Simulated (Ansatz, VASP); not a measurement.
## PbO2 in VASP and in Ansatz

The input INCAR:

```
SYSTEM = PbO2
PREC     = Accurate       ! precision mode
ENCUT    = 520            ! plane-wave cutoff, eV
EDIFF    = 1E-7           ! SCF threshold, eV
ISMEAR   = -1             ! smearing method
SIGMA    = 0.05           ! smearing width, eV
LREAL    = .FALSE.        ! projectors in reciprocal space
LASPH    = .TRUE.         ! aspherical terms in the spheres
NELM     = 150            ! most SCF steps
ALGO     = Normal         ! electronic algorithm
ISIF     = 2              ! what is computed and relaxed
LWAVE    = .FALSE.        ! write WAVECAR
LCHARG   = .FALSE.        ! write CHGCAR
LNONCOLLINEAR= .TRUE.         ! non-collinear magnetism
MAGMOM   = 0 0 0 0 0 0 0 0 0 ! initial moments
LORBIT   = 11             ! projections on sites
LSORBIT  = .TRUE.         ! spin-orbit coupling
GGA_COMPAT= .FALSE.      
LORBMOM  = .TRUE.       
GGA      = PE             ! functional
NBANDS   = 39             ! bands
```

KPOINTS

```
regular mesh
0
G
  7 7 7
  0 0 0
```

File POSCAR:

```
PbO2
1.0
    0.0000000000      2.7019920000      2.7019920000
    2.7019920000      0.0000000000      2.7019920000
    2.7019920000      2.7019920000      0.0000000000
Pb O
1 2
Direct
    0.0000000000      0.0000000000      0.0000000000
    0.7500000000      0.7500000000      0.7500000000
    0.2500000000      0.2500000000      0.2500000000
```

input.yaml

```yaml
crystal:
  lattice:
    - [0.0, 2.701992, 2.701992]
    - [2.701992, 0.0, 2.701992]
    - [2.701992, 2.701992, 0.0]
  atoms:
    - { symbol: Pb, position: [0.0, 0.0, 0.0] }
    - { symbol: O, position: [0.75, 0.75, 0.75] }
    - { symbol: O, position: [0.25, 0.25, 0.25] }
hamiltonian:
  xc: pbe
  pseudopotentials: { kind: paw_fr }
magnetization:
  noncollinear: true
  spin_orbit: true
kpoints:
  mp_grid: { grid: [7, 7, 7] }
  band_path:
    path:
      - [[0.0, 0.0, 0.0], [0.5, 0.0, 0.5], [0.5, 0.25, 0.75], [0.375, 0.375, 0.75], [0.0, 0.0, 0.0], [0.5, 0.5, 0.5], [0.625, 0.25, 0.625], [0.5, 0.25, 0.75], [0.5, 0.5, 0.5], [0.375, 0.375, 0.75]]
      - [[0.625, 0.25, 0.625], [0.5, 0.0, 0.5]]
    npoints: 14
scf:
  occupations: { method: fermi_dirac, width: 0.05 }
  n_extra_bands: 7
output:
  forces: true
  stress: true
  eigenvalues: true
  fatbands: true
```

Alike in both runs: functional PBE; k mesh 7 × 7 × 7; occupations fermi-dirac, width 0.05 eV; non-collinear spin, spin-orbit coupling.

```csv
,VASP,Ansatz
version,VASP 6.6.1,Ansatz 0.2.0
potentials or method,"VASP PAW PBE potentials, release 64 (Pb_d, O)",Ansatz PAW
plane-wave cutoff (eV),520,420
valence electrons in the cell,26,26
task,single point,band structure
```

Ansatz gave:

```
pressure (GPa) : -0.1
```

Task: What did VASP give for the same quantities?

Result: Pressure (GPa): 0.2.
